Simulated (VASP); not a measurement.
# HfC (Fm-3m) in VASP: notebook

Runs on HfC. Level: PBE. Tasks: single point.

All numbers are computed with VASP 6.6.1; they aren't measurements. Logs are shortened: lines on timing, memory, paths and dates and some standing lists are left out, and cuts for length are marked.

## 1. The cell of the first run

The structure is cubic, space group Fm-3m (No. 225). The conventional cell has a = 4.651 Å, b = 4.651 Å, c = 4.651 Å, α = 90.00°, β = 90.00°, γ = 90.00°. Hf (site symmetry m-3m) has 6 C at 2.33 Å within 3.1 Å. Within 3.1 Å of C (site symmetry m-3m) lie 6 Hf at 2.33 Å.

## 2. Single point, PBE

Input file INCAR:

```
ALGO     = Normal         # electronic algorithm
EDIFF    = 1E-7           # SCF threshold, eV
ENCUT    = 520            # plane-wave cutoff, eV
GGA      = PE             # functional
ISIF     = 2              # what is computed and relaxed
ISMEAR   = 0              # smearing method
LASPH    = True           # aspherical terms in the spheres
LCHARG   = False          # write CHGCAR
LREAL    = False          # projectors in reciprocal space
LWAVE    = False          # write WAVECAR
NBANDS   = 14             # bands
NELM     = 80             # most SCF steps
PREC     = Accurate       # precision mode
SIGMA    = 0.1            # smearing width, eV
```

Input file KPOINTS:

```
k-points
0
Gamma
  16 16 16
```

Input file POSCAR:

```
HfC
1.0
    0.0000000000      2.3257467324      2.3257467324
    2.3257467324      0.0000000000      2.3257467324
    2.3257467324      2.3257467324      0.0000000000
Hf C
1 1
Direct
    0.5000000000      0.5000000000      0.5000000000
    0.0000000000      0.0000000000      0.0000000000
```

Potentials or basis: VASP PAW PBE potentials, release 64 (Hf_pv, C).

Run with:

```sh
cat potpaw_PBE.64/Hf_pv/POTCAR potpaw_PBE.64/C/POTCAR > POTCAR
mpirun -np 1 vasp_std > vasp.out
```

OUTCAR:

```text
EDIFF = 1E-7
   ENCUT = 520
   GGA = PE
   ISIF = 2
   ISMEAR = 0
   LASPH = True
   LREAL = False
   NELM = 80
   PREC = Accurate

 ion  position               nearest neighbor table
   1  0.500  0.500  0.500-   2 2.33   2 2.33   2 2.33   2 2.33   2 2.33   2 2.33
   2  0.000  0.000  0.000-   1 2.33   1 2.33   1 2.33   1 2.33   1 2.33   1 2.33

  LATTYP: Found a face centered cubic cell.
 ALAT       =     4.6514934648

  Lattice vectors:

 A1 = (   0.0000000000,   2.3257467324,   2.3257467324)
 A2 = (   2.3257467324,   0.0000000000,   2.3257467324)
 A3 = (   2.3257467324,   2.3257467324,   0.0000000000)

Analysis of symmetry for initial positions (statically):
=====================================================================
 Subroutine PRICEL returns:
 Original cell was already a primitive cell.

 Routine SETGRP: Setting up the symmetry group for a
 face centered cubic supercell.

 Subroutine GETGRP returns: Found 48 space group operations
 (whereof 48 operations were pure point group operations)
 out of a pool of 48 trial point group operations.

The static configuration has the point symmetry O_h .

Analysis of symmetry for dynamics (positions and initial velocities):
=====================================================================
 Subroutine PRICEL returns:
 Original cell was already a primitive cell.

 Routine SETGRP: Setting up the symmetry group for a
 face centered cubic supercell.

 Subroutine GETGRP returns: Found 48 space group operations
 (whereof 48 operations were pure point group operations)
 out of a pool of 48 trial point group operations.

The dynamic configuration has the point symmetry O_h .

 Subroutine INISYM returns: Found 48 space group operations
 (whereof 48 operations are pure point group operations),
 and found     1 'primitive' translations

----------------------------------------------------------------------------------------

                                     Primitive cell

  volume of cell :      25.1604

  direct lattice vectors                    reciprocal lattice vectors
     0.000000000  2.325746732  2.325746732    -0.214984716  0.214984716  0.214984716
     2.325746732  0.000000000  2.325746732     0.214984716 -0.214984716  0.214984716
     2.325746732  2.325746732  0.000000000     0.214984716  0.214984716 -0.214984716

  length of vectors
     3.289102572  3.289102572  3.289102572     0.372364450  0.372364450  0.372364450

  position of ions in fractional coordinates (direct lattice)
     0.500000000  0.500000000  0.500000000
     0.000000000  0.000000000  0.000000000

  ion indices of the primitive-cell ions
   primitive index   ion index
                 1           1
                 2           2

----------------------------------------------------------------------------------------

 KPOINTS: k-points

Automatic generation of k-mesh.
 Grid dimensions read from file:
 generate k-points for:   16   16   16

 Generating k-lattice:

  Cartesian coordinates                     Fractional coordinates (reciprocal lattice)
    -0.013436545  0.013436545  0.013436545     0.062500000  0.000000000  0.000000000
     0.013436545 -0.013436545  0.013436545     0.000000000  0.062500000  0.000000000
     0.013436545  0.013436545 -0.013436545     0.000000000  0.000000000  0.062500000

  Length of vectors
     0.023272778  0.023272778  0.023272778

  Shift w.r.t. Gamma in fractional coordinates (k-lattice)
     0.000000000  0.000000000  0.000000000

 Subroutine IBZKPT returns following result:
 ===========================================

 Found    145 irreducible k-points:

 Following reciprocal coordinates:
            Coordinates               Weight
  0.000000  0.000000  0.000000      1.000000
  0.062500  0.000000  0.000000      8.000000
  0.125000  0.000000  0.000000      8.000000
  0.187500  0.000000  0.000000      8.000000
  0.250000  0.000000  0.000000      8.000000
  0.312500  0.000000  0.000000      8.000000
[... 16 lines left out ...]
 -0.125000  0.062500  0.000000     24.000000
 -0.062500  0.062500  0.000000     12.000000
 [... further k-points ...]
   k-points           NKPTS =    145   k-points in BZ     NKDIM =    145   number of bands    NBANDS=     14
   number of dos      NEDOS =    301   number of ions     NIONS =      2
   total plane-waves  NPLWV =  13824
   dimension x,y,z NGX =    24 NGY =   24 NGZ =   24
   dimension x,y,z NGXF=    48 NGYF=   48 NGZF=   48
   ions per type =               1   1
   NGX,Y,Z   is equivalent  to a cutoff of  12.13, 12.13, 12.13 a.u.
   NGXF,Y,Z  is equivalent  to a cutoff of  24.26, 24.26, 24.26 a.u.
 SYSTEM =  unknown system
   PREC   = accura    normal or accurate (medium, high low for compatibility)
   ISTART =      0    job   : 0-new  1-cont  2-samecut
   ICHARG =      2    charge: 1-file 2-atom 10-const
   ISPIN  =      1    spin polarized calculation?
   LNONCOLLINEAR =      F non collinear calculations
   LSORBIT =      F    spin-orbit coupling
   LASPH  =      T    aspherical Exc in radial PAW
   ENCUT  =  520.0 eV  38.22 Ry    6.18 a.u.   6.12  6.12  6.12*2*pi/ulx,y,z
   NELM   =     80;   NELMIN=  2; NELMDL= -5     # of ELM steps
   EDIFF  = 0.1E-06   stopping-criterion for ELM
   LREAL  =      F    real-space projection
   EDIFFG = 0.1E-05   stopping-criterion for IOM
   NSW    =      0    number of steps for IOM
   IBRION =     -1    ionic relax: 0-MD 1-quasi-New 2-CG
   NFREE  =      0    steps in history (QN), initial steepest desc. (CG)
   ISIF   =      2    stress and relaxation
   ISYM   =      2    0-nonsym 1-usesym 2-fastsym
   POTIM  = 0.5000    time-step for ionic-motion
   TEBEG  =    0.0;   TEEND  =   0.0 temperature during run
   PSTRESS=    0.0 pullay stress
   NELECT =      14.0000    total number of electrons
   NUPDOWN=      -1.0000    fix difference up-down
   EMIN   =  10.00;   EMAX   =-10.00  energy-range for DOS
   EFERMI =   0.00;   METHOD = LEGACY
   ISMEAR =     0;   SIGMA  =   0.10  broadening in eV -4-tet -1-fermi 0-gaus
   EFERMI_NEDOS =   21; number of points for ismear=-14 and -15
   IALGO  =     38    algorithm
   IMIX   =      4    mixing-type and parameters
     AMIX     =   0.40;   BMIX     =  1.00
     AMIX_MAG =   1.60;   BMIX_MAG =  1.00
  volume/ion in A,a.u.               =      12.58        84.90
  Fermi-wavevector in a.u.,A,eV,Ry     =   1.346517  2.544548 24.668823  1.813107
  Thomas-Fermi vector in A             =   2.474342
   LORBIT       =      0    0 simple, 1 ext, 2 COOP (PROOUT), +10 PAW based schemes
   GGA     = PE    functional components
   LHFCALC =     F    Hartree Fock is set to
   AEXX    =    0.0000 exact exchange contribution
   IVDW    =     0    specifies the selected vdW correction
   LEPSILON=     F    determine dielectric tensor
   LRPA    =     F    only Hartree local field effects (RPA)
 non-spin polarized calculation
 Gauss-broadening in eV      SIGMA  =   0.10
  energy-cutoff  :      520.00
  volume of cell :       25.16
 maximum number of plane-waves:       700
   NGX = 13   NGY = 13   NGZ = 13

 number of electron      14.0000000 magnetization

 Free energy of the ion-electron system (eV)
  ---------------------------------------------------
  ext. energy  EPLUGINS =         0.00000000
  ---------------------------------------------------
  free energy    TOTEN  =       -21.04584290 eV

  energy without entropy =      -21.04371881  energy(sigma->0) =      -21.04478085

 E-fermi :   5.9247     XC(G=0): -12.2805

 val. band max:        5.9023970463   @ k =   0.4375   0.3750   0.0000
 cond. band min:       5.9278175996   @ k =   0.1250   0.1250   0.0000
 fundamental gap:      0.0254205533
 Fermi energy:         5.9247135377

 k-point     1 :       0.0000    0.0000    0.0000
  band No.  band energies     occupation
      1     -23.6313      2.00000
      2     -23.6313      2.00000
      3     -23.6313      2.00000
      4      -6.3582      2.00000
      5       6.9456      0.00000
      6       6.9456      0.00000
      7       6.9456      0.00000
      8       7.3370      0.00000
      9       7.3370      0.00000
     10       7.3370      0.00000
     11       9.3334      0.00000
     12       9.3334      0.00000
     13      12.7628      0.00000
     14      16.9439      0.00000

 k-point     2 :       0.0625    0.0000    0.0000
  band No.  band energies     occupation
      1     -23.6587      2.00000
      2     -23.6339      2.00000
      3     -23.6339      2.00000
      4      -6.2599      2.00000
      5       6.2016      0.00009
      6       6.4357      0.00000
      7       6.4357      0.00000
      8       7.5562      0.00000
      9       7.5562      0.00000
     10       7.8308      0.00000
     11       9.8277      0.00000
     12       9.8277      0.00000
     13      12.9902      0.00000
     14      17.2224      0.00000

 k-point     3 :       0.1250    0.0000    0.0000
  band No.  band energies     occupation
      1     -23.7358      2.00000
      2     -23.6414      2.00000
      3     -23.6414      2.00000
      4      -5.9728      2.00000
      5       5.1409      2.00000
      6       5.6368      1.99995
      7       5.6368      1.99995
      8       7.8934      0.00000
      9       7.8934      0.00000
     10       8.2505      0.00000
     11      10.8913      0.00000
     12      10.8913      0.00000
     13      13.5802      0.00000
     14      17.9956      0.00000
[... 324 lines left out ...]
 k-point    23 :      -0.1250    0.0625    0.0000
  band No.  band energies     occupation
      1     -23.7806      2.00000
      2     -23.6666      2.00000
      3     -23.6382      2.00000
      4      -5.7611      2.00000
      5       4.5729      2.00000
      6       5.1099      2.00000
      7       5.3655      2.00000
      8       7.7821      0.00000
      9       8.4295      0.00000
     10       8.6992      0.00000
     11      10.6668      0.00000
     12      12.0313      0.00000
     13      14.0464      0.00000
     14      18.5376      0.00000

 k-point    24 :      -0.0625    0.0625    0.0000
  band No.  band energies     occupation
      1     -23.6965      2.00000
      2     -23.6493      2.00000
      3     -23.6332      2.00000
      4      -6.0999      2.00000
      5       5.5585      2.00000
      6       5.8623      1.62247
      7       5.9801      0.43307
      8       7.4978      0.00000
      9       8.1480      0.00000
     10       8.1548      0.00000
     11       9.9209      0.00000
     12      10.8175      0.00000
     13      13.3645      0.00000
     14      17.6645      0.00000

 [... further k-points ...]
[... 5 lines left out ...]
  --------------------------------------------------------------------------------------
  -------------------------------------------------------------------------------------
  Total       -0.1026178     -0.1026178     -0.1026178     -0.0000000     -0.0000000      0.0000000
  in kB       -6.5345575     -6.5345575     -6.5345575     -0.0000000     -0.0000000      0.0000000
  external PRESSURE =      -6.5345575 kB  Pullay stress =       0.0000000 kB

 VOLUME and BASIS-vectors are now :
 -----------------------------------------------------------------------------
  energy-cutoff  :      520.00
  volume of cell :       25.16
      direct lattice vectors                 reciprocal lattice vectors
     0.000000000  2.325746732  2.325746732    -0.214984716  0.214984716  0.214984716
     2.325746732  0.000000000  2.325746732     0.214984716 -0.214984716  0.214984716
     2.325746732  2.325746732  0.000000000     0.214984716  0.214984716 -0.214984716

 POSITION                                       TOTAL-FORCE (eV/Angst)
 -----------------------------------------------------------------------------------
      2.32575      2.32575      2.32575        -0.000000      0.000000     -0.000000
      0.00000      0.00000      0.00000         0.000000     -0.000000      0.000000
 -----------------------------------------------------------------------------------
    total drift:                                0.000000     -0.000000      0.000000

  FREE ENERGIE OF THE ION-ELECTRON SYSTEM (eV)
  ---------------------------------------------------
  free  energy   TOTEN  =       -21.0458428987 eV

  energy  without entropy=      -21.0437188078  energy(sigma->0) =      -21.04478085
```

It took 28 s on 1 thread of Intel Xeon Platinum 8259CL at 2.50GHz (Skylake/Cascade Lake), shared host; peak memory 0.18 GiB.

What came out:

- Free energy: -21.0458 eV
- Pressure: -0.7 GPa
- Band gap on the k mesh: zero (band 7 reaches 6.95 eV, above the bottom of band 8 at 5.52 eV)

Caveat: spin-orbit coupling is left out, which moves the levels of the heavy elements.

## 3. Single point, PBE

This run uses another cell than the first one, of the same volume but with other edges.

Input file INCAR:

```
SYSTEM = HfC
PREC     = Accurate       ! precision mode
ENCUT    = 520            ! plane-wave cutoff, eV
EDIFF    = 1E-7           ! SCF threshold, eV
ISMEAR   = 0              ! smearing method
SIGMA    = 0.1            ! smearing width, eV
LREAL    = .FALSE.        ! projectors in reciprocal space
LASPH    = .TRUE.         ! aspherical terms in the spheres
NELM     = 100            ! most SCF steps
ALGO     = Normal         ! electronic algorithm
ISIF     = 2              ! what is computed and relaxed
LWAVE    = .FALSE.        ! write WAVECAR
LCHARG   = .FALSE.        ! write CHGCAR
GGA      = PE             ! functional
NBANDS   = 14             ! bands
ISYM     = 0
```

Input file KPOINTS:

```
Automatic mesh
0
G
  11 8 21
  0 0 0
```

Input file POSCAR:

```
HfC
1.0
    3.2891025716      0.0000000000      0.0000000000
    0.0000000000      4.6514934648      0.0000000000
    1.6445512858      2.3257467324      1.6445512858
Hf C
1 1
Direct
    0.0000000000      0.5000000000      0.0000000000
    0.0000000000      0.0000000000      0.0000000000
```

Potentials or basis: VASP PAW PBE potentials, release 64 (Hf_pv, C).

Run with:

```sh
cat potpaw_PBE.64/Hf_pv/POTCAR potpaw_PBE.64/C/POTCAR > POTCAR
mpirun -np 1 vasp_std > vasp.out
```

It took 4.3 min on 1 thread of Intel Xeon Platinum 8259CL at 2.50GHz (Skylake/Cascade Lake), shared host; peak memory 0.45 GiB.

It converged, with:

```
Free energy            : -21.0470 eV
Pressure               : -0.7 GPa
Band gap on the k mesh : zero (band 7 reaches 6.95 eV, above the bottom of band 8 at 5.52 eV)
```

Levels at points of the mesh, in eV from the Fermi level:
```csv
k point,band 4,band 5,band 6,band 7,band 8,band 9,band 10,band 11
"(0.00, 0.00, 0.00)",-12.33,0.98,0.98,0.98,1.37,1.37,1.37,3.36
"(0.00, 0.50, 0.00)",-8.59,-6.16,-3.00,-3.00,5.29,5.29,5.75,6.52
```

Caveat: spin-orbit coupling is left out, which moves the levels of the heavy elements.
